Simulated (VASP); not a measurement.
# W (C2/m) in VASP: single point with LDA

Aim: the single point of W with LDA.

Everything below comes from runs of VASP 6.6.1. Logs are shortened: lines on timing, memory, paths and dates and some standing lists are left out, and cuts for length are marked.

### Step 1. The cell of the first run

It takes space group C2/m (No. 12, monoclinic). Conventional cell: a = 3.380 Å, b = 3.973 Å, c = 2.502 Å, α = 90.00°, β = 127.64°, γ = 90.00°. Within 3.4 Å of W (site symmetry 2/m) lie 14 W at 2.50 to 3.38 Å.

### Step 2. Single point, LDA (engineering shear strain xz -0.0750, normal strain along z -0.1500)

Contents of INCAR:

```
ALGO = Fast
EDIFF = 1E-7
ENCUT = 520
ISIF = 2
ISMEAR = 0
LASPH = True
LCHARG = True
LELF = True
LREAL = False
LVHAR = True
LWAVE = False
NBANDS = 13
NELM = 100
PREC = Accurate
SIGMA = 0.15
```

Contents of KPOINTS:

```
k-points
0
Gamma
  20 20 20
```

Contents of POSCAR:

```
W
1.0
   -0.0744929544      1.9864787842      1.6885069666
    1.9119858298      0.0000000000      1.6140140122
    1.9864787842      1.9864787842     -0.0744929544
W
1
Direct
    0.0000000000      0.0000000000      0.0000000000
```

Potentials or basis: VASP PAW LDA potentials, release 64 (W_sv).

Run with:

```sh
cat potpaw_LDA.64/W_sv/POTCAR > POTCAR
mpirun -np 1 vasp_std > vasp.out
```

OUTCAR:

```text
EDIFF = 1E-7
   ENCUT = 520
   ISIF = 2
   ISMEAR = 0
   LASPH = True
   LREAL = False
   NELM = 100
   PREC = Accurate

 ion  position               nearest neighbor table
   1  0.000  0.000  0.000-

  LATTYP: Found a base centered monoclinic cell.
 ALAT       =     3.3802987895
 B/A-ratio  =     1.1753273352
 C/A-ratio  =     0.7402142368
 COS(beta)  =    -0.6107459992

  Lattice vectors:

 A1 = (   0.0744929544,  -1.9864787842,  -1.6885069666)
 A2 = (   0.0744929544,   1.9864787842,  -1.6885069666)
 A3 = (   1.9119858298,   0.0000000000,   1.6140140122)

Analysis of symmetry for initial positions (statically):
=====================================================================
 Subroutine PRICEL returns:
 Original cell was already a primitive cell.

 Routine SETGRP: Setting up the symmetry group for a
 base centered monoclinic supercell.

 Subroutine GETGRP returns: Found  4 space group operations
 (whereof  4 operations were pure point group operations)
 out of a pool of  4 trial point group operations.

The static configuration has the point symmetry C_2h.

Analysis of symmetry for dynamics (positions and initial velocities):
=====================================================================
 Subroutine PRICEL returns:
 Original cell was already a primitive cell.

 Routine SETGRP: Setting up the symmetry group for a
 base centered monoclinic supercell.

 Subroutine GETGRP returns: Found  4 space group operations
 (whereof  4 operations were pure point group operations)
 out of a pool of  4 trial point group operations.

The dynamic configuration has the point symmetry C_2h.

 Subroutine INISYM returns: Found  4 space group operations
 (whereof  4 operations are pure point group operations),
 and found     1 'primitive' translations

----------------------------------------------------------------------------------------

                                     Primitive cell

  volume of cell :      13.3040

  direct lattice vectors                    reciprocal lattice vectors
    -0.074492954  1.986478784  1.688506967    -0.240995878  0.251701656  0.285487424
     1.911985830  0.000000000  1.614014012     0.263241651 -0.251701656  0.307733198
     1.986478784  1.986478784 -0.074492954     0.240995878  0.251701656 -0.285487424

  length of vectors
     2.608199175  2.502145289  2.810292711     0.450483969  0.476811925  0.450483969

  position of ions in fractional coordinates (direct lattice)
     0.000000000  0.000000000  0.000000000

  ion indices of the primitive-cell ions
   primitive index   ion index
                 1           1

----------------------------------------------------------------------------------------

 KPOINTS: k-points

Automatic generation of k-mesh.
 Grid dimensions read from file:
 generate k-points for:   20   20   20

 Generating k-lattice:

  Cartesian coordinates                     Fractional coordinates (reciprocal lattice)
    -0.012049794  0.012585083  0.014274371     0.050000000 -0.000000000  0.000000000
     0.013162083 -0.012585083  0.015386660     0.000000000  0.050000000 -0.000000000
     0.012049794  0.012585083 -0.014274371     0.000000000  0.000000000  0.050000000

  Length of vectors
     0.022524198  0.023840596  0.022524198

  Shift w.r.t. Gamma in fractional coordinates (k-lattice)
     0.000000000  0.000000000  0.000000000

 Subroutine IBZKPT returns following result:
 ===========================================

 Found   2112 irreducible k-points:

 Following reciprocal coordinates:
            Coordinates               Weight
  0.000000  0.000000  0.000000      1.000000
  0.050000  0.000000 -0.000000      4.000000
  0.100000 -0.000000 -0.000000      4.000000
  0.150000  0.000000 -0.000000      4.000000
  0.200000 -0.000000 -0.000000      4.000000
  0.250000  0.000000 -0.000000      4.000000
[... 16 lines left out ...]
 -0.450000  0.050000  0.000000      4.000000
 -0.400000  0.050000  0.000000      4.000000
 [... further k-points ...]
   k-points           NKPTS =   2112   k-points in BZ     NKDIM =   2112   number of bands    NBANDS=     13
   number of dos      NEDOS =    301   number of ions     NIONS =      1
   total plane-waves  NPLWV =   9600
   dimension x,y,z NGX =    20 NGY =   20 NGZ =   24
   dimension x,y,z NGXF=    40 NGYF=   40 NGZF=   48
   ions per type =               1
   NGX,Y,Z   is equivalent  to a cutoff of  12.75, 13.29, 14.20 a.u.
   NGXF,Y,Z  is equivalent  to a cutoff of  25.50, 26.58, 28.39 a.u.
 SYSTEM =  unknown system
   PREC   = accura    normal or accurate (medium, high low for compatibility)
   ISTART =      0    job   : 0-new  1-cont  2-samecut
   ICHARG =      2    charge: 1-file 2-atom 10-const
   ISPIN  =      1    spin polarized calculation?
   LNONCOLLINEAR =      F non collinear calculations
   LSORBIT =      F    spin-orbit coupling
   LASPH  =      T    aspherical Exc in radial PAW
   ENCUT  =  520.0 eV  38.22 Ry    6.18 a.u.   4.85  4.65  5.23*2*pi/ulx,y,z
   NELM   =    100;   NELMIN=  2; NELMDL= -5     # of ELM steps
   EDIFF  = 0.1E-06   stopping-criterion for ELM
   LREAL  =      F    real-space projection
   EDIFFG = 0.1E-05   stopping-criterion for IOM
   NSW    =      0    number of steps for IOM
   IBRION =     -1    ionic relax: 0-MD 1-quasi-New 2-CG
   NFREE  =      0    steps in history (QN), initial steepest desc. (CG)
   ISIF   =      2    stress and relaxation
   ISYM   =      2    0-nonsym 1-usesym 2-fastsym
   POTIM  = 0.5000    time-step for ionic-motion
   TEBEG  =    0.0;   TEEND  =   0.0 temperature during run
   PSTRESS=    0.0 pullay stress
   NELECT =      14.0000    total number of electrons
   NUPDOWN=      -1.0000    fix difference up-down
   EMIN   =  10.00;   EMAX   =-10.00  energy-range for DOS
   EFERMI =   0.00;   METHOD = LEGACY
   ISMEAR =     0;   SIGMA  =   0.15  broadening in eV -4-tet -1-fermi 0-gaus
   EFERMI_NEDOS =   21; number of points for ismear=-14 and -15
   IALGO  =     68    algorithm
   IMIX   =      4    mixing-type and parameters
     AMIX     =   0.40;   BMIX     =  1.00
     AMIX_MAG =   1.60;   BMIX_MAG =  1.00
  volume/ion in A,a.u.               =      13.30        89.78
  Fermi-wavevector in a.u.,A,eV,Ry     =   1.665164  3.146703 37.725834  2.772771
  Thomas-Fermi vector in A             =   2.751581
   LORBIT       =      0    0 simple, 1 ext, 2 COOP (PROOUT), +10 PAW based schemes
   GGA     = CA    functional components
   LHFCALC =     F    Hartree Fock is set to
   AEXX    =    0.0000 exact exchange contribution
   IVDW    =     0    specifies the selected vdW correction
   LEPSILON=     F    determine dielectric tensor
   LRPA    =     F    only Hartree local field effects (RPA)
 non-spin polarized calculation
 RMM-DIIS sequential band-by-band and
 Gauss-broadening in eV      SIGMA  =   0.15
  energy-cutoff  :      520.00
  volume of cell :       13.30
 maximum number of plane-waves:       374
   NGX =  9   NGY =  9   NGZ = 11

 number of electron      14.0000001 magnetization

 Free energy of the ion-electron system (eV)
  ---------------------------------------------------
  ext. energy  EPLUGINS =         0.00000000
  ---------------------------------------------------
  free energy    TOTEN  =       -13.31566343 eV

  energy without entropy =      -13.30851079  energy(sigma->0) =      -13.31208711

 E-fermi :  14.0182     XC(G=0): -14.8271

 val. band max:       14.0159855029   @ k =   0.1000   0.2500   0.1500
 cond. band min:      14.0225739140   @ k =  -0.1000   0.3500   0.1000
 fundamental gap:      0.0065884111
 Fermi energy:        14.0182111240

 k-point     1 :       0.0000    0.0000    0.0000
  band No.  band energies     occupation
      1     -59.5066      2.00000
      2     -23.0996      2.00000
      3     -22.9670      2.00000
      4     -22.7217      2.00000
      5       3.6354      2.00000
      6      11.7252      2.00000
      7      11.7474      2.00000
      8      14.8665      0.00000
      9      14.8802      0.00000
     10      17.9320      0.00000
     11      27.0071      0.00000
     12      30.6908      0.00000
     13      30.8567      0.00000

 k-point     2 :       0.0500    0.0000   -0.0000
  band No.  band energies     occupation
      1     -59.5009      2.00000
      2     -23.1418      2.00000
      3     -22.9898      2.00000
      4     -22.7269      2.00000
      5       3.7740      2.00000
      6      11.6907      2.00000
      7      11.7558      2.00000
      8      14.8748      0.00000
      9      14.8894      0.00000
     10      17.8604      0.00000
     11      27.2824      0.00000
     12      30.7317      0.00000
     13      31.0426      0.00000

 k-point     3 :       0.1000   -0.0000   -0.0000
  band No.  band energies     occupation
      1     -59.4843      2.00000
      2     -23.2883      2.00000
      3     -23.0314      2.00000
      4     -22.7402      2.00000
      5       4.1720      2.00000
      6      11.5589      2.00000
      7      11.7844      2.00000
      8      14.9178      0.00000
      9      14.9640      0.00000
     10      17.6856      0.00000
     11      28.0303      0.00000
     12      30.6491      0.00000
     13      31.6916      0.00000

 k-point     4 :       0.1500    0.0000   -0.0000
  band No.  band energies     occupation
      1     -59.4584      2.00000
      2     -23.5323      2.00000
      3     -23.0765      2.00000
      4     -22.7583      2.00000
      5       4.7734      2.00000
      6      11.3768      2.00000
      7      11.7528      2.00000
      8      15.0167      0.00000
      9      15.2133      0.00000
     10      17.5021      0.00000
     11      28.9396      0.00000
     12      30.4292      0.00000
     13      32.7449      0.00000

 k-point     5 :       0.2000   -0.0000   -0.0000
  band No.  band energies     occupation
      1     -59.4257      2.00000
      2     -23.8375      2.00000
      3     -23.1277      2.00000
      4     -22.7786      2.00000
      5       5.4752      2.00000
      6      11.2456      2.00000
      7      11.6157      2.00000
      8      15.1452      0.00000
      9      15.7129      0.00000
     10      17.4267      0.00000
     11      28.9392      0.00000
     12      30.9717      0.00000
     13      34.1307      0.00000

 k-point     6 :       0.2500    0.0000   -0.0000
  band No.  band energies     occupation
      1     -59.3893      2.00000
      2     -24.1664      2.00000
      3     -23.1834      2.00000
      4     -22.7990      2.00000
      5       6.1196      2.00000
      6      11.2816      2.00000
      7      11.4420      2.00000
      8      15.2263      0.00000
      9      16.4441      0.00000
     10      17.5776      0.00000
     11      28.2006      0.00000
     12      31.8951      0.00000
     13      35.7688      0.00000

 k-point     7 :       0.3000    0.0000   -0.0000
  band No.  band energies     occupation
      1     -59.3527      2.00000
      2     -24.4852      2.00000
      3     -23.2391      2.00000
      4     -22.8176      2.00000
      5       6.5440      2.00000
      6      11.0967      2.00000
      7      11.8263      2.00000
      8      15.2160      0.00000
      9      17.2896      0.00000
     10      18.0312      0.00000
     11      27.4231      0.00000
     12      31.8777      0.00000
     13      37.4886      0.00000
[... 193 lines left out ...]
 k-point    20 :       0.4000    0.0500   -0.0000
  band No.  band energies     occupation
      1     -59.2908      2.00000
      2     -24.9305      2.00000
      3     -23.3552      2.00000
      4     -22.8834      2.00000
      5       6.8740      2.00000
      6      10.8533      2.00000
      7      13.1786      2.00000
      8      14.8636      0.00000
      9      18.3664      0.00000
     10      19.8243      0.00000
     11      26.5743      0.00000
     12      29.9535      0.00000
     13      35.6049      0.00000

 k-point    21 :       0.4500    0.0500    0.0000
  band No.  band energies     occupation
      1     -59.2721      2.00000
      2     -25.0809      2.00000
      3     -23.3779      2.00000
      4     -22.8991      2.00000
      5       6.8391      2.00000
      6      10.7077      2.00000
      7      13.9340      1.57283
      8      14.7854      0.00000
      9      19.0083      0.00000
     10      20.4752      0.00000
     11      26.4946      0.00000
     12      28.4373      0.00000
     13      34.3719      0.00000

 k-point    22 :       0.5000    0.0500    0.0000
  band No.  band energies     occupation
      1     -59.2641      2.00000
      2     -25.1439      2.00000
      3     -23.3833      2.00000
      4     -22.9112      2.00000
      5       6.8170      2.00000
      6      10.6398      2.00000
      7      14.0363      0.86460
      8      15.0491      0.00000
      9      19.4472      0.00000
     10      20.6214      0.00000
     11      26.7431      0.00000
     12      27.3617      0.00000
     13      33.9650      0.00000

 k-point    23 :      -0.4500    0.0500    0.0000
  band No.  band energies     occupation
      1     -59.2678      2.00000
      2     -25.1148      2.00000
      3     -23.3709      2.00000
      4     -22.9184      2.00000
      5       6.8327      2.00000
      6      10.6573      2.00000
      7      13.7753      1.97796
      8      15.1528      0.00000
      9      19.5338      0.00000
     10      20.2620      0.00000
     11      26.8159      0.00000
     12      27.4522      0.00000
     13      34.4632      0.00000

 k-point    24 :      -0.4000    0.0500    0.0000
  band No.  band energies     occupation
      1     -59.2828      2.00000
      2     -24.9959      2.00000
      3     -23.3420      2.00000
      4     -22.9200      2.00000
      5       6.8724      2.00000
      6      10.7607      2.00000
      7      13.2980      2.00000
      8      14.9691      0.00000
      9      19.1339      0.00000
     10      19.6680      0.00000
     11      26.9207      0.00000
     12      28.4975      0.00000
     13      35.6392      0.00000

 [... further k-points ...]
[... 5 lines left out ...]
  --------------------------------------------------------------------------------------
  -------------------------------------------------------------------------------------
  Total        7.5056350      7.1769602      4.2420619      0.0000000      0.0000000      1.0310725
  in kB      903.8917090    864.3099242    510.8647846      0.0000000      0.0000000    124.1704276
  external PRESSURE =     759.6888059 kB  Pullay stress =       0.0000000 kB

 VOLUME and BASIS-vectors are now :
 -----------------------------------------------------------------------------
  energy-cutoff  :      520.00
  volume of cell :       13.30
      direct lattice vectors                 reciprocal lattice vectors
    -0.074492954  1.986478784  1.688506967    -0.240995878  0.251701656  0.285487424
     1.911985830  0.000000000  1.614014012     0.263241651 -0.251701656  0.307733198
     1.986478784  1.986478784 -0.074492954     0.240995878  0.251701656 -0.285487424

 POSITION                                       TOTAL-FORCE (eV/Angst)
 -----------------------------------------------------------------------------------
      0.00000      0.00000      0.00000         0.000000     -0.000000      0.000000
 -----------------------------------------------------------------------------------
    total drift:                               -0.000000     -0.000000     -0.000000

  FREE ENERGIE OF THE ION-ELECTRON SYSTEM (eV)
  ---------------------------------------------------
  free  energy   TOTEN  =       -13.3156634345 eV

  energy  without entropy=      -13.3085107898  energy(sigma->0) =      -13.31208711
```

Run time: 5 min. Hardware: 1 thread of AMD EPYC 9R45 (Zen 5), shared host; peak memory 0.39 GiB.

Results:

| Quantity | Value |
| --- | --- |
| Free energy | -13.3157 eV |
| Pressure | 76.0 GPa |
| Band gap on the k mesh | zero (bands 7 and 8 overlap by 6.53 eV) |

Stress tensor (GPa, compression positive):
```
90.39  0.00 12.42
 0.00 86.43  0.00
12.42  0.00 51.09
```

Levels at points of the mesh, in eV from the Fermi level:
| k point | band 3 | band 4 | band 5 | band 6 | band 7 | band 8 | band 9 | band 10 | band 11 | band 12 |
| --- | --- | --- | --- | --- | --- | --- | --- | --- | --- | --- |
| (0.00, 0.00, 0.00) | -36.99 | -36.74 | -10.38 | -2.29 | -2.27 | 0.85 | 0.86 | 3.91 | 12.99 | 16.67 |
| (0.50, 0.00, 0.00) | -37.38 | -36.87 | -7.35 | -3.53 | 0.83 | 0.85 | 5.17 | 6.62 | 12.63 | 12.97 |
| (0.00, 0.50, 0.00) | -37.63 | -37.10 | -7.37 | -3.18 | -0.33 | 1.85 | 4.46 | 7.54 | 11.87 | 14.70 |
| (0.50, 0.50, 0.00) | -38.15 | -38.12 | -7.62 | -6.99 | 5.40 | 6.82 | 6.96 | 7.61 | 11.72 | 11.91 |
| (0.50, 0.00, 0.50) | -37.91 | -37.17 | -7.59 | -6.05 | 3.02 | 5.30 | 5.55 | 8.12 | 12.04 | 15.56 |
| (0.00, 0.50, 0.50) | -37.77 | -37.31 | -7.57 | -6.02 | 3.05 | 5.15 | 5.37 | 7.91 | 12.35 | 15.98 |

Caveat: the cell differs from its parent crystal (engineering shear strain xz -0.0750, normal strain along z -0.1500); the stress differs along the axes, from 51 to 90 GPa; spin-orbit coupling is left out, which moves the levels of the heavy elements.
